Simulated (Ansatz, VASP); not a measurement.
ZnCu in VASP and in Ansatz

```
Zn Cu
1.0
     2.95478    0.00000    0.00000
     0.00000    2.95478    0.00000
     0.00000    0.00000    2.95478
Zn Cu
1 1
Direct
  0.50000 0.50000 0.50000
  0.00000 0.00000 0.00000
```

Change from the starting cell: volume scaled by 1.01, crystal datasets.

Alike in both runs: task electric field gradients; functional PBEsol; k mesh 14 × 14 × 14; occupations fermi-dirac, width 0.05 eV; no spin polarisation.

|  | VASP | Ansatz |
| --- | --- | --- |
| version | VASP 6.6.1 | Ansatz 0.2.0 |
| potentials or method | VASP PAW PBE potentials, release 64 (Zn, Cu), cutoff 520 eV | all-electron PAW with datasets made for the crystal, scalar-relativistic |

|  | VASP | Ansatz | Ansatz less VASP |
| --- | --- | --- | --- |
| pressure (GPa) | -5.2 | -5.8 | -0.63 |

VASP's potentials were made for PBE, not for PBEsol. Ansatz ran all-electron here, and VASP with PAW potentials.
